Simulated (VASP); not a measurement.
Crystal: SnTe3.

```
CELL_PARAMETERS angstrom
0.00000 3.86122 3.86122
3.86122 0.00000 3.86122
3.86122 3.86122 0.00000
ATOMIC_POSITIONS crystal
Sn 0.00000 0.00000 0.00000
Te 0.25000 0.25000 0.25000
Te 0.75000 0.75000 0.75000
Te 0.50000 0.50000 0.50000
```

Base run:

- Program: VASP 6.6.1
- Functional: PBE
- Potentials or basis: VASP PAW PBE potentials, release 64 (Sn_d, Te)
- Cutoff: 520 eV
- k mesh: 10 × 10 × 10
- Occupations: fermi-dirac, width 0.3 eV
- Spin: no spin polarisation

Its results: band gap on the k mesh zero (band 16 reaches 8.12 eV, above the bottom of band 17 at 5.87 eV); pressure 0.7 GPa.

Task: The run is repeated on the same cell with these changes: occupations from fermi-dirac, width 0.3 eV to fermi-dirac, width 0.2 eV. What comes out?

Result: Band gap on the k mesh zero (band 16 reaches 8.11 eV, above the bottom of band 17 at 5.87 eV); pressure 0.2 GPa.

Caveats: spin-orbit coupling is left out, which moves the levels of the heavy elements.
